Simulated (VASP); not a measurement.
Crystal: MgSe.

```
CELL_PARAMETERS angstrom
0.00000 2.70891 2.70891
2.70891 0.00000 2.70891
2.70891 2.70891 0.00000
ATOMIC_POSITIONS crystal
Mg 0.00000 0.00000 0.00000
Se 0.50000 0.50000 0.50000
```

This cell differs from its parent crystal: strain -1.0%.

Base run:

* Program: VASP 6.6.1
* Functional: r2SCAN
* Potentials or basis: VASP PAW PBE potentials, release 64 (Mg, Se)
* Cutoff: 660 eV
* k mesh: 8 × 8 × 8
* Occupations: gaussian, width 0.01 eV
* Spin: no spin polarisation

Its results: band gap on the k mesh 2.49 eV (least direct gap 3.63 eV); pressure 1.8 GPa.

Problem. The run is repeated on the same cell with these changes: functional from r2SCAN to PBE; cutoff from 660 eV to 600 eV; k mesh from 8 × 8 × 8 to 4 × 4 × 4. What comes out?

Solution. Band gap on the k mesh 1.80 eV (least direct gap 2.71 eV); pressure 3.7 GPa.

Several settings changed at once.

Caveats: some runs use coarse meshes; the PAW data sets were made with another functional, which shifts forces and pressure a little (at least some runs).

A k mesh can miss the band edges.
